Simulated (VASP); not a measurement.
Here is a VASP 6.6.1 calculation.

INCAR

```
SYSTEM = AlRu
PREC     = Accurate       ! precision mode
ENCUT    = 500            ! plane-wave cutoff, eV
EDIFF    = 1E-6           ! SCF threshold, eV
ISMEAR   = 0              ! smearing method
SIGMA    = 0.1            ! smearing width, eV
LREAL    = .False.        ! projectors in reciprocal space
LASPH    = .True.         ! aspherical terms in the spheres
NELM     = 120            ! most SCF steps
ALGO     = Normal         ! electronic algorithm
ISIF     = 2              ! what is computed and relaxed
LWAVE    = .False.        ! write WAVECAR
LCHARG   = .False.        ! write CHGCAR
GGA      = PE             ! functional
IVDW     = 12             ! dispersion correction
NBANDS   = 16             ! bands
GGA_COMPAT= .False.
```

KPOINTS

```
Automatic mesh
0
Gamma
  14 14 14
  0 0 0
```

File POSCAR:

```
AlRu
1.0
    2.9732536371      0.0000000000      0.0000000000
    0.0000000000      2.9732536371      0.0000000000
    0.0000000000      0.0000000000      2.9732536371
Ru Al
1 1
Direct
    0.0000000000      0.0000000000      0.0000000000
    0.5000000000      0.5000000000      0.5000000000
```

Potentials or basis: VASP PAW PBE potentials, release 64 (Ru_pv, Al).

Run with:

```bash
$ cat potpaw_PBE.64/Ru_pv/POTCAR potpaw_PBE.64/Al/POTCAR > POTCAR
$ mpirun -np 1 vasp_std > vasp.out
```

Question: Estimate the pressure.

Answer: 0.0 GPa.

Question: Estimate the dispersion energy per atom.

Answer: -0.525 eV.

Caveat: pairwise dispersion overbinds metals, which lowers pressure and volume.
